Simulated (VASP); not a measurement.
# Li3Pb (Fm-3m) in VASP: further runs, part 2 of 3

VASP 6.6.1. The steps go on from the part before.

### Step 6. Single point, LDA

INCAR

```
ALGO = Normal
EDIFF = 1E-6
ENCUT = 750
GGA_COMPAT = F
ISIF = 2
ISMEAR = -1
LASPH = T
LCHARG = T
LELF = T
LREAL = F
LVHAR = T
LWAVE = F
NBANDS = 20
NELM = 120
PREC = Accurate
SIGMA = 0.1
```

KPOINTS

```
k-points
0
Gamma
  6 6 6
```

POSCAR

```
Li3Pb
1.0
    0.0000000000      3.3435000000      3.3435000000
    3.3435000000      0.0000000000      3.3435000000
    3.3435000000      3.3435000000      0.0000000000
Li Pb
3 1
Direct
    0.5000000000      0.5000000000      0.5000000000
    0.2500000000      0.2500000000      0.2500000000
    0.7500000000      0.7500000000      0.7500000000
    0.0000000000      0.0000000000      0.0000000000
```

Potentials or basis: VASP PAW LDA potentials, release 64 (Li_sv, Pb_d).

Run with:

```bash
$ cat potpaw_LDA.64/Li_sv/POTCAR potpaw_LDA.64/Pb_d/POTCAR > POTCAR
$ mpirun -np 1 vasp_std > vasp.out
```

OUTCAR:

```text
EDIFF = 1E-6
   ENCUT = 750
   ISIF = 2
   ISMEAR = -1
   LASPH = T
   LREAL = F
   NELM = 120
   PREC = Accurate

 ion  position               nearest neighbor table
   1  0.500  0.500  0.500-   4 3.34   4 3.34   4 3.34   4 3.34   4 3.34   4 3.34
   2  0.250  0.250  0.250-   4 2.90   4 2.90   4 2.90   4 2.90
   3  0.750  0.750  0.750-   4 2.90   4 2.90   4 2.90   4 2.90
   4  0.000  0.000  0.000-   3 2.90   3 2.90   3 2.90   2 2.90   3 2.90   2 2.90   2 2.90   2 2.90
                             1 3.34   1 3.34   1 3.34   1 3.34   1 3.34   1 3.34

  LATTYP: Found a face centered cubic cell.
 ALAT       =     6.6870000000

  Lattice vectors:

 A1 = (   0.0000000000,   3.3435000000,   3.3435000000)
 A2 = (   3.3435000000,   0.0000000000,   3.3435000000)
 A3 = (   3.3435000000,   3.3435000000,   0.0000000000)

Analysis of symmetry for initial positions (statically):
=====================================================================
 Subroutine PRICEL returns:
 Original cell was already a primitive cell.

 Routine SETGRP: Setting up the symmetry group for a
 face centered cubic supercell.

 Subroutine GETGRP returns: Found 48 space group operations
 (whereof 48 operations were pure point group operations)
 out of a pool of 48 trial point group operations.

The static configuration has the point symmetry O_h .

Analysis of symmetry for dynamics (positions and initial velocities):
=====================================================================
 Subroutine PRICEL returns:
 Original cell was already a primitive cell.

 Routine SETGRP: Setting up the symmetry group for a
 face centered cubic supercell.

 Subroutine GETGRP returns: Found 48 space group operations
 (whereof 48 operations were pure point group operations)
 out of a pool of 48 trial point group operations.

The dynamic configuration has the point symmetry O_h .

 Subroutine INISYM returns: Found 48 space group operations
 (whereof 48 operations are pure point group operations),
 and found     1 'primitive' translations

----------------------------------------------------------------------------------------

                                     Primitive cell

  volume of cell :      74.7539

  direct lattice vectors                    reciprocal lattice vectors
     0.000000000  3.343500000  3.343500000    -0.149543891  0.149543891  0.149543891
     3.343500000  0.000000000  3.343500000     0.149543891 -0.149543891  0.149543891
     3.343500000  3.343500000  0.000000000     0.149543891  0.149543891 -0.149543891

  length of vectors
     4.728423046  4.728423046  4.728423046     0.259017617  0.259017617  0.259017617

  position of ions in fractional coordinates (direct lattice)
     0.500000000  0.500000000  0.500000000
     0.250000000  0.250000000  0.250000000
     0.750000000  0.750000000  0.750000000
     0.000000000  0.000000000  0.000000000

  ion indices of the primitive-cell ions
   primitive index   ion index
                 1           1
                 2           2
                 3           3
                 4           4

----------------------------------------------------------------------------------------

 KPOINTS: k-points

Automatic generation of k-mesh.
 Grid dimensions read from file:
 generate k-points for:    6    6    6

 Generating k-lattice:

  Cartesian coordinates                     Fractional coordinates (reciprocal lattice)
    -0.024923982  0.024923982  0.024923982     0.166666667  0.000000000  0.000000000
     0.024923982 -0.024923982  0.024923982     0.000000000  0.166666667  0.000000000
     0.024923982  0.024923982 -0.024923982     0.000000000  0.000000000  0.166666667

  Length of vectors
     0.043169603  0.043169603  0.043169603

  Shift w.r.t. Gamma in fractional coordinates (k-lattice)
     0.000000000  0.000000000  0.000000000

 Subroutine IBZKPT returns following result:
 ===========================================

 Found     16 irreducible k-points:

 Following reciprocal coordinates:
            Coordinates               Weight
  0.000000  0.000000  0.000000      1.000000
  0.166667  0.000000  0.000000      8.000000
  0.333333  0.000000  0.000000      8.000000
  0.500000  0.000000  0.000000      4.000000
  0.166667  0.166667  0.000000      6.000000
  0.333333  0.166667  0.000000     24.000000
[... 8 lines left out ...]
 -0.333333  0.333333  0.166667     24.000000
 -0.333333  0.500000  0.166667     12.000000
   k-points           NKPTS =     16   k-points in BZ     NKDIM =     16   number of bands    NBANDS=     20
   number of dos      NEDOS =    301   number of ions     NIONS =      4
   total plane-waves  NPLWV =  74088
   dimension x,y,z NGX =    42 NGY =   42 NGZ =   42
   dimension x,y,z NGXF=    84 NGYF=   84 NGZF=   84
   ions per type =               3   1
   NGX,Y,Z   is equivalent  to a cutoff of  14.77, 14.77, 14.77 a.u.
   NGXF,Y,Z  is equivalent  to a cutoff of  29.53, 29.53, 29.53 a.u.
 SYSTEM =  unknown system
   PREC   = accura    normal or accurate (medium, high low for compatibility)
   ISTART =      0    job   : 0-new  1-cont  2-samecut
   ICHARG =      2    charge: 1-file 2-atom 10-const
   ISPIN  =      1    spin polarized calculation?
   LNONCOLLINEAR =      F non collinear calculations
   LSORBIT =      F    spin-orbit coupling
   LASPH  =      T    aspherical Exc in radial PAW
   ENCUT  =  750.0 eV  55.12 Ry    7.42 a.u.  10.56 10.56 10.56*2*pi/ulx,y,z
   NELM   =    120;   NELMIN=  2; NELMDL= -5     # of ELM steps
   EDIFF  = 0.1E-05   stopping-criterion for ELM
   LREAL  =      F    real-space projection
   EDIFFG = 0.1E-04   stopping-criterion for IOM
   NSW    =      0    number of steps for IOM
   IBRION =     -1    ionic relax: 0-MD 1-quasi-New 2-CG
   NFREE  =      0    steps in history (QN), initial steepest desc. (CG)
   ISIF   =      2    stress and relaxation
   ISYM   =      2    0-nonsym 1-usesym 2-fastsym
   POTIM  = 0.5000    time-step for ionic-motion
   TEBEG  =    0.0;   TEEND  =   0.0 temperature during run
   PSTRESS=    0.0 pullay stress
   NELECT =      23.0000    total number of electrons
   NUPDOWN=      -1.0000    fix difference up-down
   EMIN   =  10.00;   EMAX   =-10.00  energy-range for DOS
   EFERMI =   0.00;   METHOD = LEGACY
   ISMEAR =    -1;   SIGMA  =   0.10  broadening in eV -4-tet -1-fermi 0-gaus
   EFERMI_NEDOS =   21; number of points for ismear=-14 and -15
   IALGO  =     38    algorithm
   IMIX   =      4    mixing-type and parameters
     AMIX     =   0.40;   BMIX     =  1.00
     AMIX_MAG =   1.60;   BMIX_MAG =  1.00
  volume/ion in A,a.u.               =      18.69       126.12
  Fermi-wavevector in a.u.,A,eV,Ry     =   1.105196  2.088518 16.618959  1.221459
  Thomas-Fermi vector in A             =   2.241680
   LORBIT       =      0    0 simple, 1 ext, 2 COOP (PROOUT), +10 PAW based schemes
   GGA     = CA    functional components
   LHFCALC =     F    Hartree Fock is set to
   AEXX    =    0.0000 exact exchange contribution
   IVDW    =     0    specifies the selected vdW correction
   LEPSILON=     F    determine dielectric tensor
   LRPA    =     F    only Hartree local field effects (RPA)
 non-spin polarized calculation
  energy-cutoff  :      750.00
  volume of cell :       74.75
 maximum number of plane-waves:      3515
   NGX = 21   NGY = 21   NGZ = 21

 number of electron      23.0000004 magnetization

 Free energy of the ion-electron system (eV)
  ---------------------------------------------------
  ext. energy  EPLUGINS =         0.00000000
  ---------------------------------------------------
  free energy    TOTEN  =       -11.95645033 eV

  energy without entropy =      -11.91266343  energy(sigma->0) =      -11.93455688

 E-fermi :   3.3913     XC(G=0):  -8.9268

 val. band max:        3.3690808333   @ k =   0.3333   0.1667   0.0000
 cond. band min:       3.6415422470   @ k =   0.1667   0.1667   0.0000
 fundamental gap:      0.2724614137
 Fermi energy:         3.3912512943

 k-point     1 :       0.0000    0.0000    0.0000
  band No.  band energies     occupation
      1     -42.0855      2.00000
      2     -41.5830      2.00000
      3     -41.5757      2.00000
      4     -12.7443      2.00000
      5     -12.7443      2.00000
      6     -12.7443      2.00000
[... 12 lines left out ...]
     19       8.4346      0.00000
[... 329 lines left out ...]
      4     -12.7383      2.00000
      5     -12.7259      2.00000
      6     -12.7196      2.00000
[... 12 lines left out ...]
     19      12.5745      0.00000
     20      13.2283      0.00000

------------------------ aborting loop because EDIFF is reached ----------------------------------------

  FORCE on cell =-STRESS in cart. coord.  units (eV):
  Direction    XX          YY          ZZ          XY          YZ          ZX
  --------------------------------------------------------------------------------------
  -------------------------------------------------------------------------------------
  Total       -1.0787146     -1.0787146     -1.0787146      0.0000000      0.0000000      0.0000000
  in kB      -23.1197519    -23.1197519    -23.1197519      0.0000000      0.0000000      0.0000000
  external PRESSURE =     -23.1197519 kB  Pullay stress =       0.0000000 kB

 VOLUME and BASIS-vectors are now :
 -----------------------------------------------------------------------------
  energy-cutoff  :      750.00
  volume of cell :       74.75
      direct lattice vectors                 reciprocal lattice vectors
     0.000000000  3.343500000  3.343500000    -0.149543891  0.149543891  0.149543891
     3.343500000  0.000000000  3.343500000     0.149543891 -0.149543891  0.149543891
     3.343500000  3.343500000  0.000000000     0.149543891  0.149543891 -0.149543891

 POSITION                                       TOTAL-FORCE (eV/Angst)
 -----------------------------------------------------------------------------------
      3.34350      3.34350      3.34350        -0.000000     -0.000000      0.000000
      1.67175      1.67175      1.67175        -0.000000      0.000000      0.000000
      5.01525      5.01525      5.01525         0.000000     -0.000000     -0.000000
      0.00000      0.00000      0.00000        -0.000000     -0.000000      0.000000
 -----------------------------------------------------------------------------------
    total drift:                               -0.000000      0.000000      0.000000

  FREE ENERGIE OF THE ION-ELECTRON SYSTEM (eV)
  ---------------------------------------------------
  free  energy   TOTEN  =       -11.9564503302 eV

  energy  without entropy=      -11.9126634337  energy(sigma->0) =      -11.93455688
```

OSZICAR:

```text
N       E                     dE             d eps       ncg     rms          rms(c)
DAV:   1     0.211946002083E+03    0.21195E+03   -0.12763E+04   640   0.153E+03
DAV:   2     0.980615924551E+01   -0.20214E+03   -0.19637E+03   644   0.398E+02
DAV:   3    -0.996008672443E+01   -0.19766E+02   -0.19579E+02  1104   0.965E+01
DAV:   4    -0.119025819812E+02   -0.19425E+01   -0.19195E+01  1048   0.276E+01
DAV:   5    -0.120645616948E+02   -0.16198E+00   -0.16190E+00   924   0.620E+00    0.189E+00
DAV:   6    -0.119815624561E+02    0.82999E-01   -0.17464E-01   984   0.494E+00    0.882E-01
DAV:   7    -0.119585352973E+02    0.23027E-01   -0.42520E-02   952   0.221E+00    0.228E-01
DAV:   8    -0.119564417100E+02    0.20936E-02   -0.72702E-03  1196   0.571E-01    0.737E-02
DAV:   9    -0.119564532981E+02   -0.11588E-04   -0.28295E-04   792   0.973E-02    0.484E-02
DAV:  10    -0.119564504730E+02    0.28250E-05   -0.45742E-05  1092   0.407E-02    0.434E-03
DAV:  11    -0.119564503302E+02    0.14278E-06   -0.43716E-06   788   0.147E-02
   1 F= -.11956450E+02 E0= -.11934557E+02  d E =-.437869E-01
```

Wall time 18 s (1 thread of Intel Xeon 6975P-C (Granite Rapids), shared host); peak memory 0.22 GiB.

Results:

- Free energy: -11.9565 eV
- Pressure: -2.3 GPa
- Band gap on the k mesh: zero (an odd number of electrons rules out a gap without spin polarisation)

Caveat: spin-orbit coupling is left out, which moves the levels of the heavy elements.

(Part 2 of 3 ends here.)
